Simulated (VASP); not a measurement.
Input of a VASP 6.6.1 run:

The input INCAR:

```
SYSTEM = ZnSe
ALGO = Normal ; EDIFF = 1E-8
ENCUT = 600 ; GGA = PS
IBRION = 6 ; ISIF = 3
ISMEAR = 0 ; LASPH = .True.
LCHARG = .False. ; LREAL = .False.
LWAVE = .False. ; NBANDS = 16
NELM = 100 ; NFREE = 2
NSW = 1 ; POTIM = 0.015
PREC = Accurate ; SIGMA = 0.01
```

KPOINTS

```
k-points
0
Gamma
  8 8 8
  0 0 0
```

The input POSCAR:

```
ZnSe
1.0
    0.0000000000      2.7260562757      2.7260562757
    2.7260562757      0.0000000000      2.7260562757
    2.7260562757      2.7260562757      0.0000000000
Zn Se
1 1
Direct
    0.0000000000      0.0000000000      0.0000000000
    0.7500000000      0.7500000000      0.7500000000
```

Potentials or basis: VASP PAW PBE potentials, release 64 (Zn, Se).

Run with:

```bash
$ cat potpaw_PBE.64/Zn/POTCAR potpaw_PBE.64/Se/POTCAR > POTCAR
$ mpirun -np 1 vasp_std > vasp.out
```

**Question.** Estimate the elastic constants C11, C12, C44.

**Answer.** 114, 83, 39 GPa.

**Question.** Predict the Voigt bulk modulus.

**Answer.** 93 GPa.

**Question.** Predict the highest phonon frequency at Γ, LO-TO splitting left out.

**Answer.** 248 cm⁻¹.

Phonon frequencies in cm⁻¹ (negative: imaginary):
```tsv
q point	frequencies
(0.000, 0.000, 0.000)	0 0 0 248 248 248
```

Caveat: the cell is under stress, which shifts elastic constants; the PAW data sets were made with another functional, which shifts forces and pressure a little.
